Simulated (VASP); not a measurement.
Crystal: Al3Cl.

```
Al Cl
1.0
     4.18814    0.00000    0.00000
    -2.09407    3.62703    0.00000
     0.00000    0.00000    5.96643
Al Cl
3 1
Cartesian
  2.0941 0.0000 0.0000
  -1.0470 1.8135 0.0000
  1.0470 1.8135 0.0000
  0.0000 0.0000 2.9832
```

```yaml
Program: VASP 6.6.1
Task: relaxation of cell and atoms
Functional: PBE
Potentials_or_basis: VASP PAW PBE potentials, release 64 (Al, Cl)
Cutoff: 600 eV
k_mesh: 6 × 6 × 4
Occupations: gaussian, width 0.1 eV
Spin: no spin polarisation
```

At the start: pressure 36.0 GPa; volume 22.66 Å³/atom.

Task: Where does the relaxation end?

Result: Over 23 steps the energy falls by 1919.1 meV/atom and the volume is 20.90 Å³/atom (-7.7 %); space group P6/mmm (No. 191, to 0.05 Å).

The path:
```csv
step,energy change (eV),largest force (eV/Å),pressure (GPa),volume (Å³)
1,0.0000,0.0000,36.02,90.63
2,-5.7959,0.0000,-3.35,167.73
3,-6.1116,0.0000,-0.02,136.88
4,-6.1456,0.0000,-1.63,145.91
5,-6.1513,0.0000,-1.26,143.38
6,-6.1503,0.0000,-1.07,142.23
7,-6.2447,0.0000,-0.99,137.43
8,-6.4797,0.0000,-0.48,123.07
9,-6.8291,0.0000,1.88,94.47
10,33.1279,0.0000,299.30,37.73
11,-6.8439,0.0000,1.97,93.52
12,-6.9251,0.0000,16.95,65.55
13,-6.9415,0.0000,2.48,88.67
14,-7.1896,0.0000,5.39,77.10
15,-7.2308,0.0000,9.28,71.32
16,-7.2246,0.0000,7.26,73.92
17,-7.4992,0.0000,3.16,78.43
18,-7.6563,0.0000,-0.58,84.65
19,-7.6593,0.0000,-1.08,85.70
20,-7.6722,0.0000,-0.72,84.81
21,-7.6752,0.0000,-0.44,84.20
22,-7.6752,0.0000,-0.41,84.12
23,-7.6764,0.0000,-0.16,83.61
```

Final structure:
```
Al Cl
1.0
     5.74091    0.00000    0.00000
    -2.87045    4.97177    0.00000
     0.00000    0.00000    2.92944
Al Cl
3 1
Direct
  0.50000 0.00000 0.00000
  0.00000 0.50000 0.00000
  0.50000 0.50000 0.00000
  0.00000 0.00000 0.50000
```
